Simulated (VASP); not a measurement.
**Ti4C: single point with PBEsol**

The system is Ti4C, a slab with vacuum.

```
Ti C
1.0
     2.86791    0.00000    0.00000
     0.00000    2.86791    0.00000
     0.00000    0.00000   25.08376
Ti C
4 1
Direct
  0.50000 0.50000 0.33886
  0.00000 0.00000 0.41971
  0.50000 0.50000 0.50197
  0.00000 0.00000 0.58555
  0.00000 0.00000 0.66191
```

- Program: VASP 6.6.1
- Task: single point
- Functional: PBEsol
- Potentials or basis: VASP PAW PBE potentials, release 64 (Ti_sv, C)
- Cutoff: 520 eV
- k mesh: 10 × 10 × 1
- Occupations: gaussian, width 0.1 eV
- Spin: no spin polarisation

The largest force is 0.744 eV/Å and the band gap on the k mesh is zero (bands 26 and 27 overlap by 0.53 eV).

Forces on the atoms (eV/Å):
```
Ti   0.000  0.000  0.744
Ti   0.000  0.000 -0.723
Ti   0.000  0.000  0.003
Ti   0.000  0.000 -0.056
C    0.000  0.000  0.032
```

Levels at points of the mesh, in eV from the Fermi level:
| k point | band 24 | band 25 | band 26 | band 27 | band 28 | band 29 |
| --- | --- | --- | --- | --- | --- | --- |
| (0.00, 0.00, 0.00) | -0.93 | -0.13 | -0.02 | 0.54 | 1.01 | 1.01 |
| (0.50, 0.00, 0.00) | -0.18 | 0.05 | 0.23 | 0.33 | 0.51 | 0.70 |
| (0.50, 0.50, 0.00) | -1.28 | -1.28 | -0.30 | -0.30 | 0.32 | 1.13 |

It took 4.1 min on 1 thread of Intel Xeon 8259CL, on a shared host, peak memory 0.36 GiB.

Caveat: the PAW data sets were made with another functional, which shifts forces and pressure a little.
